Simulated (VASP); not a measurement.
# Co: single point with PBE

Crystal: Co.

```
Co
1.0
     0.00000    1.73148    1.73148
     1.73148    0.00000    1.73148
     1.73148    1.73148    0.00000
Co
1
Direct
  0.00000 0.00000 0.00000
```

```yaml
Program: VASP 6.6.1
Task: single point
Functional: PBE
Potentials_or_basis: VASP PAW PBE potentials, release 64 (Co)
Cutoff: 520 eV
k_mesh: 16 × 16 × 16
Occupations: fermi-dirac, width 0.136057 eV
Spin: no spin polarisation
```

```yaml
Pressure: -1.1 GPa
```

Levels at points of the mesh, in eV from the Fermi level:
```csv
k point,band 2,band 3,band 4,band 5,band 6,band 7
"(0.00, 0.00, 0.00)",-1.88,-1.88,-1.88,-0.55,-0.55,23.47
"(0.50, 0.00, 0.00)",-1.95,-1.95,-0.11,0.35,0.35,7.17
"(0.50, 0.50, 0.00)",-4.10,0.33,0.58,0.58,2.82,10.66
```

Run time: 9.3 s on 1 thread of Intel(R) Xeon(R) Platinum 8375C CPU @ 2.90GHz (Ice Lake) (shared host), peak memory 0.13 GiB.

Caveat: the run has no spin polarisation, though such a crystal can be magnetic. Spin polarisation is off, so any magnetic state and its effect on volume and gap are missing.
